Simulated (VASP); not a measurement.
# Mo2Cl3 (P-3m1) in VASP: notebook

Runs on Mo2Cl3. Level: PBE. Tasks: single point.

Program: VASP 6.6.1. These are calculated values, not measurements. Logs are shortened: lines on timing, memory, paths and dates and some standing lists are left out, and cuts for length are marked.

## (1) The cell of the first run

It takes space group P-3m1 (No. 164, trigonal). The conventional cell has a = 4.268 Å, b = 4.268 Å, c = 6.641 Å, α = 90.00°, β = 90.00°, γ = 120.00°. Within 3.4 Å of Mo (site symmetry 3m) lie 7 Cl at 2.57 to 2.95 Å. Within 3.9 Å of Cl (site symmetry -3m) lie 6 Mo at 2.95 Å and 6 Cl at 3.41 Å. Within 3.5 Å of Cl (site symmetry 3m) lie 4 Mo at 2.57 to 2.66 Å and 6 Cl at 3.13 to 3.41 Å.

## (2) Single point, PBE, collinear spin

Contents of INCAR:

```
SYSTEM = Mo2Cl3
PREC     = Accurate       ! precision mode
ENCUT    = 520            ! plane-wave cutoff, eV
EDIFF    = 1E-6           ! SCF threshold, eV
ISMEAR   = 0              ! smearing method
SIGMA    = 0.1            ! smearing width, eV
LREAL    = .FALSE.        ! projectors in reciprocal space
LASPH    = .TRUE.         ! aspherical terms in the spheres
NELM     = 150            ! most SCF steps
ALGO     = Normal         ! electronic algorithm
ISIF     = 2              ! what is computed and relaxed
LWAVE    = .FALSE.        ! write WAVECAR
LCHARG   = .TRUE.         ! write CHGCAR
ISPIN    = 2              ! spin polarisation
MAGMOM   = 1 1 0 0 0      ! initial moments
LORBIT   = 11             ! projections on sites
LMAXMIX  = 4              ! l up to which the mixer works
GGA      = PE             ! functional
LELF     = .TRUE.         ! ELF
LVHAR    = .TRUE.       
NBANDS   = 36             ! bands
```

Contents of KPOINTS:

```
regular mesh
0
G
  6 6 4
  0 0 0
```

Contents of POSCAR:

```
Mo2Cl3
1.0
    4.2682000139      0.0000000000      0.0000000000
   -2.1341000070      3.6963696405      0.0000000000
    0.0000000000      0.0000000000      6.6406259100
Mo Cl
2 3
Direct
    0.3333333333      0.6666666667      0.2450000000
    0.6666666667      0.3333333333      0.7550000000
    0.0000000000      0.0000000000      0.0000000000
    0.3333333333      0.6666666667      0.6450000000
    0.6666666667      0.3333333333      0.3550000000
```

Potentials or basis: VASP PAW PBE potentials, release 64 (Mo_sv, Cl).

Command:

```
$ cat potpaw_PBE.64/Mo_sv/POTCAR potpaw_PBE.64/Cl/POTCAR > POTCAR
$ mpirun -np 1 vasp_std > vasp.out
```

OUTCAR:

```text
SYSTEM = Mo2Cl3
   PREC = Accurate
   ENCUT = 520
   EDIFF = 1E-6
   ISMEAR = 0
   LREAL = .FALSE.
   LASPH = .TRUE.
   NELM = 150
   ISIF = 2
   ISPIN = 2
   LORBIT = 11
   GGA = PE

 ion  position               nearest neighbor table
   1  0.333  0.667  0.245-   5 2.57   5 2.57   5 2.57   4 2.66   3 2.95   3 2.95   3 2.95
   2  0.667  0.333  0.755-   4 2.57   4 2.57   4 2.57   5 2.66   3 2.95   3 2.95   3 2.95
   3  0.000  0.000  0.000-   1 2.95   2 2.95   2 2.95   1 2.95   2 2.95   1 2.95
   4  0.333  0.667  0.645-   2 2.57   2 2.57   2 2.57   1 2.66
   5  0.667  0.333  0.355-   1 2.57   1 2.57   1 2.57   2 2.66

  LATTYP: Found a hexagonal cell.
 ALAT       =     4.2682000139
 C/A-ratio  =     1.5558375635

  Lattice vectors:

 A1 = (   4.2682000139,   0.0000000000,   0.0000000000)
 A2 = (  -2.1341000070,   3.6963696405,   0.0000000000)
 A3 = (   0.0000000000,   0.0000000000,   6.6406259100)

Analysis of symmetry for initial positions (statically):
=====================================================================
 Subroutine PRICEL returns:
 Original cell was already a primitive cell.

 Routine SETGRP: Setting up the symmetry group for a
 hexagonal supercell.

 Subroutine GETGRP returns: Found 12 space group operations
 (whereof 12 operations were pure point group operations)
 out of a pool of 24 trial point group operations.

The static configuration has the point symmetry D_3d.

Analysis of symmetry for dynamics (positions and initial velocities):
=====================================================================
 Subroutine PRICEL returns:
 Original cell was already a primitive cell.

 Routine SETGRP: Setting up the symmetry group for a
 hexagonal supercell.

 Subroutine GETGRP returns: Found 12 space group operations
 (whereof 12 operations were pure point group operations)
 out of a pool of 24 trial point group operations.

The dynamic configuration has the point symmetry D_3d.

Analysis of structural, dynamic, and magnetic symmetry:
=====================================================================
 Subroutine PRICEL returns:
 Original cell was already a primitive cell.

 Routine SETGRP: Setting up the symmetry group for a
 hexagonal supercell.
[... 133 lines left out ...]
  Thomas-Fermi vector in A             =   2.403731
   LORBIT       =     11    0 simple, 1 ext, 2 COOP (PROOUT), +10 PAW based schemes
   GGA     = PE    functional components
   LHFCALC =     F    Hartree Fock is set to
   AEXX    =    0.0000 exact exchange contribution
   IVDW    =     0    specifies the selected vdW correction
   LEPSILON=     F    determine dielectric tensor
   LRPA    =     F    only Hartree local field effects (RPA)
 spin polarized calculation
 Gauss-broadening in eV      SIGMA  =   0.10
  energy-cutoff  :      520.00
  volume of cell :      104.77
 maximum number of plane-waves:      2840
   NGX = 15   NGY = 15   NGZ = 25

 number of electron      49.0000000 magnetization       8.7882361

 Free energy of the ion-electron system (eV)
  ---------------------------------------------------
  ext. energy  EPLUGINS =         0.00000000
  ---------------------------------------------------
  free energy    TOTEN  =       -24.28894933 eV

  energy without entropy =      -24.26938216  energy(sigma->0) =      -24.27916575

 E-fermi :   7.3446     XC(G=0): -10.1056

 val. band max:        7.3433642373   @ k =   0.3333   0.0000   0.0000
 cond. band min:       7.3618643478   @ k =   0.3333   0.1667   0.0000
 fundamental gap:      0.0185001104
 Fermi energy:         7.3446110903

 spin component 1

 k-point     1 :       0.0000    0.0000    0.0000
  band No.  band energies     occupation
      1     -54.8658      1.00000
      2     -54.8645      1.00000
      3     -29.1367      1.00000
      4     -29.1367      1.00000
      5     -29.1321      1.00000
      6     -29.1321      1.00000
[... 925 lines left out ...]
     35      13.0877      0.00000
     36      13.3728      0.00000
 Fermi energy:         7.3446110903

 spin component 2

 k-point     1 :       0.0000    0.0000    0.0000
  band No.  band energies     occupation
      1     -52.5639      1.00000
      2     -52.5626      1.00000
      3     -26.6088      1.00000
      4     -26.6088      1.00000
      5     -26.6038      1.00000
      6     -26.6038      1.00000
[... 925 lines left out ...]
     35      14.0152      0.00000
     36      14.3776      0.00000

------------------------ aborting loop because EDIFF is reached ----------------------------------------

  FORCE on cell =-STRESS in cart. coord.  units (eV):
  Direction    XX          YY          ZZ          XY          YZ          ZX
  --------------------------------------------------------------------------------------
  -------------------------------------------------------------------------------------
  Total        4.1683990      4.1683990      5.6080461     -0.0000000      0.0000000      0.0000000
  in kB       63.7456698     63.7456698     85.7616211     -0.0000000      0.0000000      0.0000000
  external PRESSURE =      71.0843202 kB  Pullay stress =       0.0000000 kB

 VOLUME and BASIS-vectors are now :
 -----------------------------------------------------------------------------
  energy-cutoff  :      520.00
  volume of cell :      104.77
      direct lattice vectors                 reciprocal lattice vectors
     4.268200014  0.000000000  0.000000000     0.234290801  0.135267857  0.000000000
    -2.134100007  3.696369640  0.000000000     0.000000000  0.270535714  0.000000000
     0.000000000  0.000000000  6.640625910     0.000000000  0.000000000  0.150588215

 POSITION                                       TOTAL-FORCE (eV/Angst)
 -----------------------------------------------------------------------------------
     -0.00000      2.46425      1.62695        -0.000000      0.000000     -1.098183
      2.13410      1.23212      5.01367         0.000000     -0.000000      1.098183
      0.00000      0.00000      0.00000        -0.000000      0.000000     -0.000000
     -0.00000      2.46425      4.28320         0.000000     -0.000000      0.798158
      2.13410      1.23212      2.35742        -0.000000      0.000000     -0.798158
 -----------------------------------------------------------------------------------
    total drift:                               -0.000000      0.000000      0.000000

  FREE ENERGIE OF THE ION-ELECTRON SYSTEM (eV)
  ---------------------------------------------------
  free  energy   TOTEN  =       -24.2889493301 eV

  energy  without entropy=      -24.2693821620  energy(sigma->0) =      -24.27916575

 total charge

# of ion       s       p       d       tot
------------------------------------------
    1        2.153   6.048   3.963  12.164
    2        2.153   6.048   3.963  12.164
    3        1.609   3.461   0.000   5.071
    4        1.606   3.530   0.000   5.136
    5        1.606   3.530   0.000   5.136
--------------------------------------------------
tot          9.128  22.616   7.926  39.671

 magnetization (x)

# of ion       s       p       d       tot
------------------------------------------
    1        0.051   0.038   3.426   3.514
    2        0.051   0.038   3.426   3.514
    3        0.024   0.037   0.000   0.061
    4        0.020   0.041   0.000   0.061
    5        0.020   0.041   0.000   0.061
--------------------------------------------------
tot          0.165   0.195   6.852   7.212
```

OSZICAR:

```text
N       E                     dE             d eps       ncg     rms          rms(c)
DAV:   1     0.434440075247E+03    0.43444E+03   -0.26905E+04  3736   0.126E+03
DAV:   2    -0.287472254569E+01   -0.43731E+03   -0.41994E+03  4196   0.350E+02
DAV:   3    -0.236374324440E+02   -0.20763E+02   -0.20165E+02  4236   0.696E+01
[... 13 lines left out ...]
DAV:  17    -0.242888983948E+02   -0.73403E-04   -0.76422E-05  3832   0.437E-02    0.510E-02
DAV:  18    -0.242889389727E+02   -0.40578E-04   -0.23978E-05  3780   0.268E-02    0.132E-02
DAV:  19    -0.242889409472E+02   -0.19745E-05   -0.12451E-05  3852   0.185E-02    0.145E-02
DAV:  20    -0.242889483377E+02   -0.73905E-05   -0.75034E-06  3656   0.155E-02    0.581E-03
DAV:  21    -0.242889493301E+02   -0.99241E-06   -0.12659E-06  3160   0.489E-03
   1 F= -.24288949E+02 E0= -.24279166E+02  d E =-.195672E-01  mag=     8.7859
```

It took 1.8 min on 1 thread of AMD EPYC 9R45 (Zen 5), shared host; peak memory 0.3 GiB.

Results:

```
Free energy                                           : -24.2889 eV
Pressure                                              : 7.1 GPa
Largest force                                         : 1.098 eV/Å
Net moment                                            : 8.79 μB per cell
Site moments                                          : Mo +3.51; Cl +0.06 μB
Valence electrons inside the program's atomic spheres : Mo 12.16; Cl 5.07, 5.14 (each value once)
```

Forces on the atoms (eV/Å):
```
Mo   0.000  0.000 -1.098
Mo   0.000  0.000  1.098
Cl   0.000  0.000  0.000
Cl   0.000  0.000  0.798
Cl   0.000  0.000 -0.798
```

Caveat: the cell stands under pressure; forces of over 1 eV/Å act on the atoms, so gaps and moduli don't describe the material at rest.

(Continued in part 2 of 2.)
